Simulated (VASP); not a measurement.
# MnSi (Pm-3m) in VASP: further runs, part 2 of 2

VASP 6.6.1. Earlier steps stand in the parts before.

## (6) Single point, PBE, collinear spin, ferromagnetic start (15.08 Å³/atom)

This run uses another cell than the first one, of 15.08 Å³/atom.

The input, INCAR:

```
ALGO = Normal
EDIFF = 1E-6
ENCUT = 520
GGA = PE
ISIF = 2
ISMEAR = -1
ISPIN = 2
LASPH = T
LCHARG = F
LMAXMIX = 4
LORBIT = 11
LREAL = F
LWAVE = F
MAGMOM = 4 0
NBANDS = 20
NELM = 150
PREC = Accurate
SIGMA = 0.05
```

The input, KPOINTS:

```
k-points
0
Gamma
  9 9 9
```

The input, POSCAR:

```
MnSi
1.0
    3.1126087867      0.0000000000      0.0000000000
    0.0000000000      3.1126087867      0.0000000000
    0.0000000000      0.0000000000      3.1126087867
Mn Si
1 1
Direct
    0.0000000000      0.0000000000      0.0000000000
    0.5000000000      0.5000000000      0.5000000000
```

Potentials or basis: VASP PAW PBE potentials, release 64 (Mn_pv, Si).

The run is started by

```console
cat potpaw_PBE.64/Mn_pv/POTCAR potpaw_PBE.64/Si/POTCAR > POTCAR
mpirun -np 1 vasp_std > vasp.out
```

OUTCAR:

```text
EDIFF = 1E-6
   ENCUT = 520
   GGA = PE
   ISIF = 2
   ISMEAR = -1
   ISPIN = 2
   LASPH = T
   LORBIT = 11
   LREAL = F
   NELM = 150
   PREC = Accurate

 ion  position               nearest neighbor table
   1  0.000  0.000  0.000-   2 2.70   2 2.70   2 2.70   2 2.70   2 2.70   2 2.70   2 2.70   2 2.70

   2  0.500  0.500  0.500-   1 2.70   1 2.70   1 2.70   1 2.70   1 2.70   1 2.70   1 2.70   1 2.70

  LATTYP: Found a simple cubic cell.
 ALAT       =     3.1126087867

  Lattice vectors:

 A1 = (   3.1126087867,   0.0000000000,   0.0000000000)
 A2 = (   0.0000000000,   3.1126087867,   0.0000000000)
 A3 = (   0.0000000000,   0.0000000000,   3.1126087867)

Analysis of symmetry for initial positions (statically):
=====================================================================
 Subroutine PRICEL returns:
 Original cell was already a primitive cell.

 Routine SETGRP: Setting up the symmetry group for a
 simple cubic supercell.

 Subroutine GETGRP returns: Found 48 space group operations
 (whereof 48 operations were pure point group operations)
 out of a pool of 48 trial point group operations.

The static configuration has the point symmetry O_h .

Analysis of symmetry for dynamics (positions and initial velocities):
=====================================================================
 Subroutine PRICEL returns:
 Original cell was already a primitive cell.

 Routine SETGRP: Setting up the symmetry group for a
 simple cubic supercell.

 Subroutine GETGRP returns: Found 48 space group operations
 (whereof 48 operations were pure point group operations)
 out of a pool of 48 trial point group operations.

The dynamic configuration has the point symmetry O_h .

Analysis of structural, dynamic, and magnetic symmetry:
=====================================================================
 Subroutine PRICEL returns:
 Original cell was already a primitive cell.

 Routine SETGRP: Setting up the symmetry group for a
 simple cubic supercell.

 Subroutine GETGRP returns: Found 48 space group operations
 (whereof 48 operations were pure point group operations)
 out of a pool of 48 trial point group operations.

The overall configuration has the point symmetry O_h .

 Subroutine INISYM returns: Found 48 space group operations
 (whereof 48 operations are pure point group operations),
 and found     1 'primitive' translations

----------------------------------------------------------------------------------------

                                     Primitive cell

  volume of cell :      30.1560

  direct lattice vectors                    reciprocal lattice vectors
     3.112608787  0.000000000  0.000000000     0.321273912  0.000000000  0.000000000
     0.000000000  3.112608787  0.000000000     0.000000000  0.321273912  0.000000000
     0.000000000  0.000000000  3.112608787     0.000000000  0.000000000  0.321273912

  length of vectors
     3.112608787  3.112608787  3.112608787     0.321273912  0.321273912  0.321273912

  position of ions in fractional coordinates (direct lattice)
     0.000000000  0.000000000  0.000000000
     0.500000000  0.500000000  0.500000000

  ion indices of the primitive-cell ions
   primitive index   ion index
                 1           1
                 2           2

[... 61 lines left out ...]
 SYSTEM =  unknown system
   PREC   = accura    normal or accurate (medium, high low for compatibility)
   ISTART =      0    job   : 0-new  1-cont  2-samecut
   ICHARG =      2    charge: 1-file 2-atom 10-const
   ISPIN  =      2    spin polarized calculation?
   LNONCOLLINEAR =      F non collinear calculations
   LSORBIT =      F    spin-orbit coupling
   LASPH  =      T    aspherical Exc in radial PAW
   ENCUT  =  520.0 eV  38.22 Ry    6.18 a.u.   5.79  5.79  5.79*2*pi/ulx,y,z
   NELM   =    150;   NELMIN=  2; NELMDL= -5     # of ELM steps
   EDIFF  = 0.1E-05   stopping-criterion for ELM
   LREAL  =      F    real-space projection
   EDIFFG = 0.1E-04   stopping-criterion for IOM
   NSW    =      0    number of steps for IOM
   IBRION =     -1    ionic relax: 0-MD 1-quasi-New 2-CG
   NFREE  =      0    steps in history (QN), initial steepest desc. (CG)
   ISIF   =      2    stress and relaxation
   ISYM   =      2    0-nonsym 1-usesym 2-fastsym
   POTIM  = 0.5000    time-step for ionic-motion
   TEBEG  =    0.0;   TEEND  =   0.0 temperature during run
   PSTRESS=    0.0 pullay stress
   NELECT =      17.0000    total number of electrons
   NUPDOWN=      -1.0000    fix difference up-down
   EMIN   =  10.00;   EMAX   =-10.00  energy-range for DOS
   EFERMI =   0.00;   METHOD = LEGACY
   ISMEAR =    -1;   SIGMA  =   0.05  broadening in eV -4-tet -1-fermi 0-gaus
   EFERMI_NEDOS =   21; number of points for ismear=-14 and -15
   IALGO  =     38    algorithm
   IMIX   =      4    mixing-type and parameters
     AMIX     =   0.40;   BMIX     =  1.00
     AMIX_MAG =   1.60;   BMIX_MAG =  1.00
  volume/ion in A,a.u.               =      15.08       101.75
  Fermi-wavevector in a.u.,A,eV,Ry     =   1.352384  2.555635 24.884263  1.828942
  Thomas-Fermi vector in A             =   2.479727
   LORBIT       =     11    0 simple, 1 ext, 2 COOP (PROOUT), +10 PAW based schemes
   GGA     = PE    functional components
   LHFCALC =     F    Hartree Fock is set to
   AEXX    =    0.0000 exact exchange contribution
   IVDW    =     0    specifies the selected vdW correction
   LEPSILON=     F    determine dielectric tensor
   LRPA    =     F    only Hartree local field effects (RPA)
 spin polarized calculation
  energy-cutoff  :      520.00
  volume of cell :       30.16
 maximum number of plane-waves:       820
 NGX is ok and might be reduce to    24
   NGX = 11   NGY = 11   NGZ = 11

 number of electron      16.9999967 magnetization       2.6130074

 Free energy of the ion-electron system (eV)
  ---------------------------------------------------
  ext. energy  EPLUGINS =         0.00000000
  ---------------------------------------------------
  free energy    TOTEN  =       -14.08814521 eV

  energy without entropy =      -14.07048715  energy(sigma->0) =      -14.07931618

 E-fermi :   8.3043     XC(G=0): -11.5094

 val. band max:        8.3001818910   @ k =   0.1111   0.1111   0.1111
 cond. band min:       8.3071861329   @ k =   0.4444   0.2222   0.2222
 fundamental gap:      0.0070042419
 Fermi energy:         8.3042529125

 spin component 1

 k-point     1 :       0.0000    0.0000    0.0000
  band No.  band energies     occupation
      1     -40.8893      1.00000
      2     -40.8893      1.00000
      3     -40.8893      1.00000
      4      -3.1527      1.00000
      5       5.2953      1.00000
      6       5.2953      1.00000
[... 541 lines left out ...]
     19      24.8416      0.00000
     20      26.1742      0.00000

 [... further k-points ...]

 spin component 2

 k-point     1 :       0.0000    0.0000    0.0000
  band No.  band energies     occupation
      1     -37.9880      1.00000
      2     -37.9880      1.00000
      3     -37.9880      1.00000
      4      -3.1772      1.00000
      5       7.1511      1.00000
      6       7.1511      1.00000
[... 541 lines left out ...]
     19      25.5403      0.00000
     20      26.0342      0.00000

 [... further k-points ...]
[... 5 lines left out ...]
  --------------------------------------------------------------------------------------
  -------------------------------------------------------------------------------------
  Total       -3.6367656     -3.6367656     -3.6367656      0.0000000     -0.0000000      0.0000000
  in kB     -193.2200906   -193.2200906   -193.2200906      0.0000000     -0.0000000      0.0000000
  external PRESSURE =    -193.2200906 kB  Pullay stress =       0.0000000 kB

 VOLUME and BASIS-vectors are now :
 -----------------------------------------------------------------------------
  energy-cutoff  :      520.00
  volume of cell :       30.16
      direct lattice vectors                 reciprocal lattice vectors
     3.112608787  0.000000000  0.000000000     0.321273912  0.000000000  0.000000000
     0.000000000  3.112608787  0.000000000     0.000000000  0.321273912  0.000000000
     0.000000000  0.000000000  3.112608787     0.000000000  0.000000000  0.321273912

 POSITION                                       TOTAL-FORCE (eV/Angst)
 -----------------------------------------------------------------------------------
      0.00000      0.00000      0.00000         0.000000      0.000000      0.000000
      1.55630      1.55630      1.55630         0.000000      0.000000      0.000000
 -----------------------------------------------------------------------------------
    total drift:                                0.000000      0.000000      0.000000

  FREE ENERGIE OF THE ION-ELECTRON SYSTEM (eV)
  ---------------------------------------------------
  free  energy   TOTEN  =       -14.0881452121 eV

  energy  without entropy=      -14.0704871504  energy(sigma->0) =      -14.07931618

 total charge

# of ion       s       p       d       tot
------------------------------------------
    1        0.267   6.203   5.097  11.568
    2        0.775   0.752   0.000   1.527
--------------------------------------------------
tot          1.042   6.955   5.097  13.095

 magnetization (x)

# of ion       s       p       d       tot
------------------------------------------
    1        0.009   0.017   2.714   2.739
    2       -0.023  -0.088   0.000  -0.111
--------------------------------------------------
tot         -0.014  -0.071   2.714   2.629
```

It took 46 s on 1 thread of Intel Xeon 8259CL, shared host; peak memory 0.16 GiB.

What came out:

| Quantity | Value |
| --- | --- |
| Free energy | -14.0881 eV |
| Pressure | -19.3 GPa |
| Net moment | 2.61 μB per cell |
| Site moments | Mn +2.74; Si -0.11 μB |
| Valence electrons inside the program's atomic spheres | Mn 11.57; Si 1.53 |

Levels at points of the mesh, in eV from the Fermi level:
Spin up:
| k point | band 8 | band 9 | band 10 | band 11 | band 12 | band 13 |
| --- | --- | --- | --- | --- | --- | --- |
| (0.00, 0.00, 0.00) | -1.36 | -1.36 | 2.29 | 2.29 | 2.29 | 7.12 |
Spin down:
```csv
k point,band 5,band 6,band 7,band 8,band 9,band 10
"(0.00, 0.00, 0.00)",-1.15,-1.15,1.24,1.24,1.24,2.25
```

Caveat: the cell stands under tension.

## (7) Summary

| cell | gap on the mesh (eV) | pressure (GPa) | moment (μB) |
| --- | --- | --- | --- |
| a = 3.031 Å, 2 atoms | none | -29.0 | 0.91 |
| a = 3.052 Å, 2 atoms | none | -22.9 | 1.85 |
| a = 3.072 Å, 2 atoms | none | -17.8 | 2.53 |
| a = 3.093 Å, 2 atoms | none | -18.5 | 2.58 |
| a = 3.113 Å, 2 atoms | none | -19.3 | 2.61 |

Alike in all rows: task single point; level PBE; potentials or basis VASP PAW PBE potentials, release 64 (Mn_pv, Si); spin collinear, ferromagnetic start; k mesh 9 × 9 × 9; cutoff (eV) 520; smearing fermi-dirac 0.05 eV.

Caveats: the cell stands under tension.

Absolute energies hang on the potentials; compare differences alone.

The gap in the log of VASP goes by the Fermi energy; the results here count the filled bands.